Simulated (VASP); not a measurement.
A run of VASP 6.6.1 is set up as follows.

INCAR

```
  ALGO = Normal
  EDIFF = 1E-6
  ENCUT = 600
  GGA = PE
  GGA_COMPAT = False
  ISIF = 2
  ISMEAR = 0
  ISYM = 0
  LASPH = True
  LCHARG = False
  LREAL = False
  LWAVE = False
  NBANDS = 11
  NELM = 120
  PREC = Accurate
  SIGMA = 0.01
```

KPOINTS

```
Automatic mesh
0
Gamma
  6 6 6
  0 0 0.5
```

File POSCAR:

```
MgO
1.0
    2.6233491285      0.0000000000      0.0000000000
    0.0000000000      2.6233491285      0.0000000000
    0.0000000000      0.0000000000      2.6233491285
Mg O
1 1
Direct
    0.0000000000      0.0000000000      0.0000000000
    0.5000000000      0.5000000000      0.5000000000
```

Potentials or basis: VASP PAW PBE potentials, release 64 (Mg, O).

The run is started by

```sh
$ cat potpaw_PBE.64/Mg/POTCAR potpaw_PBE.64/O/POTCAR > POTCAR
$ mpirun -np 1 vasp_std > vasp.out
```

Predict the band gap on the k mesh.

3.12 eV, indirect (least direct gap 4.07 eV).

Predict the pressure.

5.3 GPa.

A k mesh can miss the band edges. PBE gaps usually lie below the measured ones, often by a third to a half.
